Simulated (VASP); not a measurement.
**SbSe2: single point with PBE**

The system is SbSe2.

```xyz
3
Lattice="0.0000 3.4564 3.4564 3.4564 0.0000 3.4564 3.4564 3.4564 0.0000" Properties=species:S:1:pos:R:3 pbc="T T T"
Sb    0.0000    0.0000    0.0000
Se    1.7282    1.7282    1.7282
Se    5.1846    5.1846    5.1846
```

* Program: VASP 6.6.1
* Task: single point
* Functional: PBE
* Potentials or basis: VASP PAW PBE potentials, release 64 (Sb, Se)
* Cutoff: 520 eV
* k mesh: 12 × 12 × 12
* Occupations: gaussian, width 0.1 eV
* Spin: no spin polarisation
* Dipole correction: no
* Further INCAR settings: ALGO = Normal; EDIFF = 1e-06; NBANDS = 16

```yaml
Pressure: -0.1 GPa
```

Levels at points of the mesh, in eV from the Fermi level:
```csv
k point,band 7,band 8,band 9,band 10,band 11,band 12
"(0.00, 0.00, 0.00)",-2.04,-2.04,-2.04,1.46,1.46,1.46
"(0.50, 0.00, 0.00)",-1.98,-1.98,0.29,2.91,2.91,3.80
"(0.50, 0.50, 0.00)",0.15,0.15,0.70,1.07,3.81,3.81
```

Wall time 68 s on 1 thread of Intel Xeon 6975P-C (shared host), peak memory 0.26 GiB.

Caveat: spin-orbit coupling is left out, which moves the levels of the heavy elements.
